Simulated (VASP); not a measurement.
# MgO (P1) in VASP: notebook

The runs below take MgO through single point, with PBE.

Everything below comes from runs of VASP 6.6.1. Logs are shortened: lines on timing, memory, paths and dates and some standing lists are left out, and cuts for length are marked.

**1. The cell of the first run**

The typed cell holds 8 atoms: a = 3.280 Å, b = 3.280 Å, c = 10.515 Å, α = 90.00°, β = 90.00°, γ = 120.00°.

**2. Single point, PBE (atom 6 (O) moved by -0.440 Å along [1 0 0] and +0.220 Å along [0 0 1])**

File INCAR:

```
PREC = Accurate ; ENCUT = 520
EDIFF = 1E-7 ; ISMEAR = 0
SIGMA = 0.05 ; LREAL = False
LASPH = True ; NELM = 60
ALGO = Normal ; ISIF = 2
LWAVE = False ; LCHARG = True
GGA = PE ; LELF = True
LVHAR = True ; NBANDS = 26
```

File KPOINTS:

```
Automatic mesh
0
Gamma
  9 9 2
```

File POSCAR:

```
MgO
1.0
    3.2803754002      0.0000000000      0.0000000000
   -1.6401877001      2.8408884305      0.0000000000
    0.0000000000      0.0000000000     10.5147056238
Mg O
4 4
Direct
    0.3333333333      0.6666666667      0.9694791811
    0.0000000000      0.0000000000      0.2208070585
    0.0000000000      0.0000000000      0.7208070585
    0.6666666667      0.3333333333      0.4694791811
    0.3333333333      0.6666666667      0.7800540723
   -0.1341309900      0.0000000000      0.5505809455
    0.0000000000      0.0000000000      0.0296578681
    0.6666666667      0.3333333333      0.2800540723
```

Potentials or basis: VASP PAW PBE potentials, release 64 (Mg, O).

Launch:

```sh
cat potpaw_PBE.64/Mg/POTCAR potpaw_PBE.64/O/POTCAR > POTCAR
mpirun -np 1 vasp_std > vasp.out
```

OUTCAR:

```text
PREC = Accurate
   ENCUT = 520
   EDIFF = 1E-7
   ISMEAR = 0
   LREAL = False
   LASPH = True
   NELM = 60
   ISIF = 2
   GGA = PE

 ion  position               nearest neighbor table
   1  0.333  0.667  0.969-   5 1.99   7 2.00   7 2.00   7 2.00   3 3.23   3 3.23   3 3.23   2 3.25
                             2 3.25   2 3.25
   2  0.000  0.000  0.221-   8 1.99   8 1.99   8 1.99   7 2.01   4 3.23   4 3.23   4 3.23   1 3.25
                             1 3.25   1 3.25
   3  0.000  0.000  0.721-   6 1.84   5 1.99   5 1.99   5 1.99   1 3.23   1 3.23   1 3.23   4 3.25
                             4 3.25   4 3.25
   4  0.667  0.333  0.469-   6 1.75   8 1.99   6 2.12   6 2.44   2 3.23   2 3.23   2 3.23   3 3.25
                             3 3.25   3 3.25
   5  0.333  0.667  0.780-   1 1.99   3 1.99   3 1.99   3 1.99
   6  0.866  0.000  0.551-   4 1.75   3 1.84   4 2.12   4 2.44
   7  0.000  0.000  0.030-   1 2.00   1 2.00   1 2.00   2 2.01
   8  0.667  0.333  0.280-   4 1.99   2 1.99   2 1.99   2 1.99

  LATTYP: Found a hexagonal cell.
 ALAT       =     3.2803754002
 C/A-ratio  =     3.2053360793

  Lattice vectors:

 A1 = (   3.2803754002,   0.0000000000,   0.0000000000)
 A2 = (  -1.6401877001,   2.8408884305,   0.0000000000)
 A3 = (   0.0000000000,   0.0000000000,  10.5147056238)

Analysis of symmetry for initial positions (statically):
=====================================================================
 Subroutine PRICEL returns:
 Original cell was already a primitive cell.

 Routine SETGRP: Setting up the symmetry group for a
 hexagonal supercell.

 Subroutine GETGRP returns: Found  1 space group operations
 (whereof  1 operations were pure point group operations)
 out of a pool of 24 trial point group operations.

The static configuration has the point symmetry C_1 .

Analysis of symmetry for dynamics (positions and initial velocities):
=====================================================================
 Subroutine PRICEL returns:
 Original cell was already a primitive cell.

 Routine SETGRP: Setting up the symmetry group for a
 hexagonal supercell.

 Subroutine GETGRP returns: Found  1 space group operations
 (whereof  1 operations were pure point group operations)
 out of a pool of 24 trial point group operations.

The dynamic configuration has the point symmetry C_1 .

 Subroutine INISYM returns: Found  1 space group operations
 (whereof  1 operations are pure point group operations),
 and found     1 'primitive' translations

----------------------------------------------------------------------------------------

                                     Primitive cell

  volume of cell :      97.9884

  direct lattice vectors                    reciprocal lattice vectors
     3.280375400  0.000000000  0.000000000     0.304843159  0.176001280  0.000000000
    -1.640187700  2.840888431  0.000000000     0.000000000  0.352002560  0.000000000
     0.000000000  0.000000000 10.514705624     0.000000000  0.000000000  0.095104897

  length of vectors
     3.280375400  3.280375400 10.514705624     0.352002560  0.352002560  0.095104897

  position of ions in fractional coordinates (direct lattice)
     0.333333333  0.666666667  0.969479181
     0.000000000  0.000000000  0.220807059
     0.000000000  0.000000000  0.720807059
     0.666666667  0.333333333  0.469479181
     0.333333333  0.666666667  0.780054072
     0.865869010  0.000000000  0.550580946
     0.000000000  0.000000000  0.029657868
     0.666666667  0.333333333  0.280054072

  ion indices of the primitive-cell ions
   primitive index   ion index
                 1           1
                 2           2
                 3           3
                 4           4
                 5           5
                 6           6
                 7           7
                 8           8

----------------------------------------------------------------------------------------

 KPOINTS: Automatic mesh

Automatic generation of k-mesh.
 Grid dimensions read from file:
 generate k-points for:    9    9    2

 Generating k-lattice:

  Cartesian coordinates                     Fractional coordinates (reciprocal lattice)
     0.033871462  0.019555698  0.000000000     0.111111111  0.000000000  0.000000000
     0.000000000  0.039111396  0.000000000     0.000000000  0.111111111  0.000000000
     0.000000000  0.000000000  0.047552449     0.000000000  0.000000000  0.500000000

  Length of vectors
     0.039111396  0.039111396  0.047552449

  Shift w.r.t. Gamma in fractional coordinates (k-lattice)
     0.000000000  0.000000000  0.000000000

 Subroutine IBZKPT returns following result:
 ===========================================

 Found     82 irreducible k-points:

 Following reciprocal coordinates:
            Coordinates               Weight
  0.000000  0.000000  0.000000      1.000000
  0.111111  0.000000  0.000000      2.000000
  0.000000  0.111111  0.000000      2.000000
 -0.111111  0.111111  0.000000      2.000000
  0.222222  0.000000  0.000000      2.000000
  0.000000  0.222222  0.000000      2.000000
[... 16 lines left out ...]
  0.333333  0.111111  0.000000      2.000000
 -0.111111  0.444444  0.000000      2.000000
 [... further k-points ...]
   k-points           NKPTS =     82   k-points in BZ     NKDIM =     82   number of bands    NBANDS=     26
   number of dos      NEDOS =    301   number of ions     NIONS =      8
   total plane-waves  NPLWV =  46080
   dimension x,y,z NGX =    24 NGY =   24 NGZ =   80
   dimension x,y,z NGXF=    48 NGYF=   48 NGZF=  160
   ions per type =               4   4
   NGX,Y,Z   is equivalent  to a cutoff of  12.16, 12.16, 12.65 a.u.
   NGXF,Y,Z  is equivalent  to a cutoff of  24.33, 24.33, 25.30 a.u.
 SYSTEM =  unknown system
   PREC   = accura    normal or accurate (medium, high low for compatibility)
   ISTART =      0    job   : 0-new  1-cont  2-samecut
   ICHARG =      2    charge: 1-file 2-atom 10-const
   ISPIN  =      1    spin polarized calculation?
   LNONCOLLINEAR =      F non collinear calculations
   LSORBIT =      F    spin-orbit coupling
   LASPH  =      T    aspherical Exc in radial PAW
   ENCUT  =  520.0 eV  38.22 Ry    6.18 a.u.   6.10  6.10 19.55*2*pi/ulx,y,z
   NELM   =     60;   NELMIN=  2; NELMDL= -5     # of ELM steps
   EDIFF  = 0.1E-06   stopping-criterion for ELM
   LREAL  =      F    real-space projection
   EDIFFG = 0.1E-05   stopping-criterion for IOM
   NSW    =      0    number of steps for IOM
   IBRION =     -1    ionic relax: 0-MD 1-quasi-New 2-CG
   NFREE  =      0    steps in history (QN), initial steepest desc. (CG)
   ISIF   =      2    stress and relaxation
   ISYM   =      2    0-nonsym 1-usesym 2-fastsym
   POTIM  = 0.5000    time-step for ionic-motion
   TEBEG  =    0.0;   TEEND  =   0.0 temperature during run
   PSTRESS=    0.0 pullay stress
   NELECT =      32.0000    total number of electrons
   NUPDOWN=      -1.0000    fix difference up-down
   EMIN   =  10.00;   EMAX   =-10.00  energy-range for DOS
   EFERMI =   0.00;   METHOD = LEGACY
   ISMEAR =     0;   SIGMA  =   0.05  broadening in eV -4-tet -1-fermi 0-gaus
   EFERMI_NEDOS =   21; number of points for ismear=-14 and -15
   IALGO  =     38    algorithm
   IMIX   =      4    mixing-type and parameters
     AMIX     =   0.40;   BMIX     =  1.00
     AMIX_MAG =   1.60;   BMIX_MAG =  1.00
  volume/ion in A,a.u.               =      12.25        82.66
  Fermi-wavevector in a.u.,A,eV,Ry     =   1.127370  2.130421 17.292509  1.270964
  Thomas-Fermi vector in A             =   2.264056
   LORBIT       =      0    0 simple, 1 ext, 2 COOP (PROOUT), +10 PAW based schemes
   GGA     = PE    functional components
   LHFCALC =     F    Hartree Fock is set to
   AEXX    =    0.0000 exact exchange contribution
   IVDW    =     0    specifies the selected vdW correction
   LEPSILON=     F    determine dielectric tensor
   LRPA    =     F    only Hartree local field effects (RPA)
 non-spin polarized calculation
 Gauss-broadening in eV      SIGMA  =   0.05
  energy-cutoff  :      520.00
  volume of cell :       97.99
 maximum number of plane-waves:      2688
   NGX = 13   NGY = 13   NGZ = 39

 number of electron      32.0000015 magnetization

 Free energy of the ion-electron system (eV)
  ---------------------------------------------------
  ext. energy  EPLUGINS =         0.00000000
  ---------------------------------------------------
  free energy    TOTEN  =       -45.97830506 eV

  energy without entropy =      -45.97830506  energy(sigma->0) =      -45.97830506

 E-fermi :   1.5872     XC(G=0):  -9.5869

 val. band max:        1.2904145828   @ k =   0.0000   0.0000   0.0000
 cond. band min:       3.8901545461   @ k =   0.0000   0.0000   0.0000
 fundamental gap:      2.5997399633
 Fermi energy:         1.5871788209

 k-point     1 :       0.0000    0.0000    0.0000
  band No.  band energies     occupation
      1     -15.5822      2.00000
      2     -14.8920      2.00000
      3     -14.8489      2.00000
      4     -14.0850      2.00000
      5      -2.4860      2.00000
      6      -1.2020      2.00000
[... 18 lines left out ...]
     25      14.9490      0.00000
     26      15.5464      0.00000

 k-point     2 :       0.1111    0.0000    0.0000
  band No.  band energies     occupation
      1     -15.5328      2.00000
      2     -14.8444      2.00000
      3     -14.8059      2.00000
      4     -14.0522      2.00000
      5      -2.3717      2.00000
      6      -1.2699      2.00000
[... 18 lines left out ...]
     25      14.6132      0.00000
     26      14.8859      0.00000

 k-point     3 :       0.0000    0.1111    0.0000
  band No.  band energies     occupation
      1     -15.5324      2.00000
      2     -14.8448      2.00000
      3     -14.8053      2.00000
      4     -14.0512      2.00000
      5      -2.3711      2.00000
      6      -1.2728      2.00000
[... 18 lines left out ...]
     25      14.6611      0.00000
     26      14.9911      0.00000

 k-point     4 :      -0.1111    0.1111    0.0000
  band No.  band energies     occupation
      1     -15.5322      2.00000
      2     -14.8460      2.00000
      3     -14.8051      2.00000
      4     -14.0500      2.00000
      5      -2.3720      2.00000
      6      -1.2716      2.00000
[... 18 lines left out ...]
     25      14.8098      0.00000
     26      15.0817      0.00000

 k-point     5 :       0.2222    0.0000    0.0000
  band No.  band energies     occupation
      1     -15.4045      2.00000
      2     -14.7200      2.00000
      3     -14.6945      2.00000
      4     -13.9683      2.00000
      5      -2.0728      2.00000
      6      -1.6287      2.00000
[... 18 lines left out ...]
     25      13.8434      0.00000
     26      14.1772      0.00000

 k-point     6 :       0.0000    0.2222    0.0000
  band No.  band energies     occupation
      1     -15.4032      2.00000
      2     -14.7222      2.00000
      3     -14.6923      2.00000
      4     -13.9645      2.00000
      5      -2.0719      2.00000
      6      -1.6367      2.00000
[... 427 lines left out ...]
 k-point    21 :       0.1111    0.2222    0.0000
  band No.  band energies     occupation
      1     -15.3025      2.00000
      2     -14.6228      2.00000
      3     -14.6045      2.00000
      4     -13.9007      2.00000
      5      -1.9497      2.00000
      6      -1.8444      2.00000
[... 18 lines left out ...]
     25      13.3993      0.00000
     26      13.8559      0.00000

 k-point    22 :       0.3333   -0.1111    0.0000
  band No.  band energies     occupation
      1     -15.3029      2.00000
      2     -14.6245      2.00000
      3     -14.6059      2.00000
      4     -13.8993      2.00000
      5      -1.9453      2.00000
      6      -1.8457      2.00000
[... 18 lines left out ...]
     25      13.3680      0.00000
     26      13.7342      0.00000

 k-point    23 :       0.3333    0.1111    0.0000
  band No.  band energies     occupation
      1     -15.1759      2.00000
      2     -14.5001      2.00000
      3     -14.4905      2.00000
      4     -13.8232      2.00000
      5      -2.3473      2.00000
      6      -1.8454      2.00000
[... 18 lines left out ...]
     25      13.1773      0.00000
     26      13.4864      0.00000

 k-point    24 :      -0.1111    0.4444    0.0000
  band No.  band energies     occupation
      1     -15.1725      2.00000
      2     -14.5055      2.00000
      3     -14.4892      2.00000
      4     -13.8105      2.00000
      5      -2.3439      2.00000
      6      -1.8837      2.00000
[... 18 lines left out ...]
     25      12.9750      0.00000
     26      13.7727      0.00000

 [... further k-points ...]

------------------------ aborting loop because EDIFF is reached ----------------------------------------

  FORCE on cell =-STRESS in cart. coord.  units (eV):
  Direction    XX          YY          ZZ          XY          YZ          ZX
  --------------------------------------------------------------------------------------
  -------------------------------------------------------------------------------------
  Total        1.4599746      0.6467237      3.3044353     -1.5448564     -1.9502028      2.5929650
  in kB       23.8715734     10.5743704     54.0297546    -25.2594473    -31.8871363     42.3967340
  external PRESSURE =      29.4918995 kB  Pullay stress =       0.0000000 kB

 VOLUME and BASIS-vectors are now :
 -----------------------------------------------------------------------------
  energy-cutoff  :      520.00
  volume of cell :       97.99
      direct lattice vectors                 reciprocal lattice vectors
     3.280375400  0.000000000  0.000000000     0.304843159  0.176001280  0.000000000
    -1.640187700  2.840888431  0.000000000     0.000000000  0.352002560  0.000000000
     0.000000000  0.000000000 10.514705624     0.000000000  0.000000000  0.095104897

 POSITION                                       TOTAL-FORCE (eV/Angst)
 -----------------------------------------------------------------------------------
     -0.00000      1.89393     10.19379        -0.003625     -0.002391     -0.457143
      0.00000      0.00000      2.32172        -0.024914     -0.000109     -0.485377
      0.00000      0.00000      7.57907         0.142448      0.001100      1.540781
      1.64019      0.94696      4.93644        -2.805940      1.962868     -0.275054
     -0.00000      1.89393      8.20204        -0.124103     -0.077299      0.567420
      2.84038      0.00000      5.78920         2.877550     -1.909808     -1.802089
      0.00000      0.00000      0.31184         0.000856     -0.000542      0.471852
      1.64019      0.94696      2.94469        -0.062271      0.026181      0.439611
 -----------------------------------------------------------------------------------
    total drift:                                0.000279      0.000038     -0.000135

  FREE ENERGIE OF THE ION-ELECTRON SYSTEM (eV)
  ---------------------------------------------------
  free  energy   TOTEN  =       -45.9783050629 eV

  energy  without entropy=      -45.9783050629  energy(sigma->0) =      -45.97830506
```

Wall time 2.6 min (1 thread of Intel Xeon Platinum 8488C (Sapphire Rapids), shared host); peak memory 0.3 GiB.

What came out:

```yaml
Free_energy: -45.9783 eV
Pressure: 2.9 GPa
Largest_force: 3.896 eV/Å
Band_gap_on_the_k_mesh: 2.60 eV
```

Forces on the atoms (eV/Å):
```
Mg  -0.004 -0.002 -0.457
Mg  -0.025  0.000 -0.485
Mg   0.142  0.001  1.541
Mg  -2.806  1.963 -0.275
O   -0.124 -0.077  0.567
O    2.878 -1.910 -1.802
O    0.001 -0.001  0.472
O   -0.062  0.026  0.440
```

Stress tensor (GPa, compression positive):
```
 2.39 -2.53  4.24
-2.53  1.06 -3.19
 4.24 -3.19  5.40
```

Caveat: the cell differs from its parent crystal (atom 6 (O) moved by -0.440 Å along [1 0 0] and +0.220 Å along [0 0 1]); an odd mesh through Γ misses points on the zone boundary, where band edges can lie; forces of over 1 eV/Å act on the atoms, so gaps and moduli don't describe the material at rest.

**3. Single point, PBE (atom 6 (O) moved by -0.440 Å along [1 0 0] and +0.660 Å along [0 0 1])**

File INCAR:

```
  ALGO = Normal
  EDIFF = 1E-6
  ENCUT = 520
  GGA = PE
  ISIF = 2
  ISMEAR = 0
  LASPH = True
  LCHARG = False
  LREAL = False
  LWAVE = False
  NBANDS = 26
  NELM = 80
  PREC = Accurate
  SIGMA = 0.05
```

File KPOINTS:

```
k-points
0
Gamma
  9 9 2
```

POSCAR: that of step 2 with these lines changed.

```diff
@@ -13,3 +13,3 @@
     0.3333333333      0.6666666667      0.7800540723
-   -0.1341309900      0.0000000000      0.5505809455
+   -0.1341309900      0.0000000000      0.5924271004
     0.0000000000      0.0000000000      0.0296578681
```

Potentials or basis: VASP PAW PBE potentials, release 64 (Mg, O).

Launch:

```sh
cat potpaw_PBE.64/Mg/POTCAR potpaw_PBE.64/O/POTCAR > POTCAR
mpirun -np 1 vasp_std > vasp.out
```

Wall time 2.4 min (1 thread of Intel Xeon Platinum 8488C (Sapphire Rapids), shared host); peak memory 0.3 GiB.

The run converged. Its results:

- Free energy: -41.1372 eV
- Pressure: 16.4 GPa
- Largest force: 26.546 eV/Å
- Band gap on the k mesh: 0.62 eV

Forces on the atoms (eV/Å):
```
Mg   -0.002   0.000  -1.123
Mg   -0.013   0.000  -1.135
Mg    6.664   0.017  21.700
Mg   -0.451   0.374   2.608
O    -0.254  -0.163   1.616
O    -5.913  -0.246 -25.878
O     0.001  -0.001   1.154
O    -0.033   0.017   1.059
```

Stress tensor (GPa, compression positive):
```
 5.26  1.58 15.09
 1.58  0.24 -1.38
15.09 -1.38 43.60
```

Levels at points of the mesh, in eV from the valence-band top:
| k point | band 12 | band 13 | band 14 | band 15 | band 16 | band 17 | band 18 | band 19 | band 20 | band 21 |
| --- | --- | --- | --- | --- | --- | --- | --- | --- | --- | --- |
| (0.00, 0.00, 0.00) | -1.77 | -1.52 | -0.98 | -0.14 | 0.00 | 0.62 | 3.50 | 4.36 | 6.94 | 7.40 |
| (0.00, 0.00, 0.50) | -1.77 | -1.61 | -1.22 | -0.14 | -0.01 | 0.99 | 2.91 | 5.39 | 5.72 | 8.42 |

Caveat: the cell differs from its parent crystal (atom 6 (O) moved by -0.440 Å along [1 0 0] and +0.660 Å along [0 0 1]); atoms lie so close that the PAW spheres overlap strongly, which falsifies energies and pressures; the cell stands under pressure; an odd mesh through Γ misses points on the zone boundary, where band edges can lie; forces of over 1 eV/Å act on the atoms, so gaps and moduli don't describe the material at rest.
